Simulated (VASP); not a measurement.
Set up this calculation in VASP 6.6.1, as the native input.

```
Task                   : relaxation of cell and atoms
Functional             : r2SCAN
Potentials or basis    : VASP PAW PBE potentials, release 64 (B, N)
Cutoff                 : 600 eV
k mesh                 : 12 × 12 × 4
Occupations            : fermi-dirac, width 0.02 eV
Spin                   : no spin polarisation
Dipole correction      : no
Further INCAR settings : ALGO = Normal; EDIFF = 1e-07; IBRION = 2; EDIFFG = -0.005; NSW = 80; ISIF = 3
```

Crystal: BN.

```xyz
8
Lattice="2.5584 0.0000 0.0000 -1.2792 2.2157 0.0000 0.0000 0.0000 8.4089" Properties=species:S:1:pos:R:3 pbc="T T T"
B     0.0000    0.0000    0.0031
B     0.0000    1.4771    2.0997
B     0.0000    0.0000    4.2076
B     1.2792    0.7386    6.3042
N     0.0000    0.0000    1.5726
N     0.0000    1.4771    3.6824
N     0.0000    0.0000    5.7770
N     1.2792    0.7386    7.8869
```

The input as run:

POSCAR

```
BN
1.0
    2.5584475423      0.0000000000      0.0000000000
   -1.2792237712      2.2156805659      0.0000000000
    0.0000000000      0.0000000000      8.4089442464
B N
4 4
Direct
    0.0000000000      0.0000000000      0.0003724740
    0.3333333333      0.6666666667      0.2497003555
    0.0000000000      0.0000000000      0.5003724740
    0.6666666667      0.3333333333      0.7497003555
    0.0000000000      0.0000000000      0.1870105289
    0.3333333333      0.6666666667      0.4379166416
    0.0000000000      0.0000000000      0.6870105289
    0.6666666667      0.3333333333      0.9379166416
```

INCAR.step1

```
SYSTEM = BN
ALGO     = Normal         ! electronic algorithm
EDIFF    = 1E-4           ! SCF threshold, eV
ENCUT    = 600            ! plane-wave cutoff, eV
GGA      = PE             ! functional
ISMEAR   = -1             ! smearing method
LASPH    = .True.         ! aspherical terms in the spheres
LCHARG   = .False.        ! write CHGCAR
LREAL    = .False.        ! projectors in reciprocal space
LWAVE    = .True.         ! write WAVECAR
NELM     = 60             ! most SCF steps
PREC     = Accurate       ! precision mode
SIGMA    = 0.02           ! smearing width, eV
```

INCAR.step2

```
SYSTEM = BN
ALGO     = Normal         ! electronic algorithm
EDIFF    = 1E-7           ! SCF threshold, eV
EDIFFG   = -0.005         ! ionic threshold
ENCUT    = 600            ! plane-wave cutoff, eV
IBRION   = 2              ! ionic algorithm
ISIF     = 3              ! what is computed and relaxed
ISMEAR   = -1             ! smearing method
ISTART   = 1            
LASPH    = .True.         ! aspherical terms in the spheres
LCHARG   = .False.        ! write CHGCAR
LMIXTAU  = .True.       
LREAL    = .False.        ! projectors in reciprocal space
LWAVE    = .False.        ! write WAVECAR
METAGGA  = R2SCAN         ! meta-GGA
NELM     = 60             ! most SCF steps
NSW      = 80             ! ionic steps
PREC     = Accurate       ! precision mode
SIGMA    = 0.02           ! smearing width, eV
```

KPOINTS

```
k-points
0
Gamma
  12 12 4
  0 0 0
```

Potentials or basis: VASP PAW PBE potentials, release 64 (B, N).

Run with:

```console
$ cat potpaw_PBE.64/B/POTCAR potpaw_PBE.64/N/POTCAR > POTCAR
$ cp INCAR.step1 INCAR
$ mpirun -np 1 vasp_std > vasp.out
$ cp INCAR.step2 INCAR
$ mpirun -np 1 vasp_std > vasp.out
```

Results of the run:

* Relaxed volume: 5.90 Å³/atom
* Relaxed cell: a = 2.551 Å, b = 2.551 Å, c = 8.384 Å, α = 90.00°, β = 90.00°, γ = 120.00°
* Space group after relaxing (to 0.1 Å): P6_3mc (No. 186)
* Energy gained by relaxing: 0.6 meV/atom
* Ionic steps: 6
* Pressure after relaxing: -0.1 GPa
* Band gap on the k mesh: 6.05 eV (least direct gap 8.16 eV)

Caveat: the PAW data sets were made with another functional, which shifts forces and pressure a little.

Wall time 12 min on 1 thread of AMD EPYC 9R45 96-Core Processor (Zen 5), with other jobs on the host, peak memory 0.18 GiB.
